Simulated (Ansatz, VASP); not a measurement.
**One calculation of Al2OsN3, two programs**

```
Al Os N
1.0
     2.78287    1.60669    2.52339
    -2.78287    1.60669    2.52339
     0.00000   -3.21338    2.52339
Al Os N
2 1 3
Cartesian
  0.0000 0.0000 5.0884
  0.0000 0.0000 2.4818
  0.0000 0.0000 0.0000
  1.3914 0.8033 1.2617
  -1.3914 0.8033 1.2617
  0.0000 -1.6067 1.2617
```

Change from the starting cell: species swapped into the Ce2AlFe3 type (R-3m, No. 166).

Alike in both runs: functional PBE; k mesh 6 × 6 × 6; occupations gaussian, width 0.1 eV; collinear spin.

Ansatz relaxed the structure, and its values are those at the end. VASP's run is a single point on that final structure, the one shown.

```csv
,VASP,Ansatz
version,VASP 6.6.1,Ansatz 0.2.0
potentials or method,"VASP PAW PBE potentials, release 64 (Al, Os, N), cutoff 520 eV","scalar-relativistic, plane waves, PAW"
valence electrons in the cell,29,37
```

```tsv
	VASP	Ansatz	Ansatz less VASP
gap on the k mesh at the Fermi level (eV)	none	none	-
pressure (GPa)	1.4	0.1	-1.27
rms of the force components (eV/Å)	0.009	0.001	-0.0082
net moment per atom (μB)	0.00	0.00	0.000
```

A gap of «none» marks a metal or a gap that the smearing closes. VASP's potentials hold 29 valence electrons a cell and Ansatz's 37, so a difference there can come from the potentials and not from the codes. Ansatz's warnings: seeded moment not kept.

Neither program's run includes spin-orbit coupling.
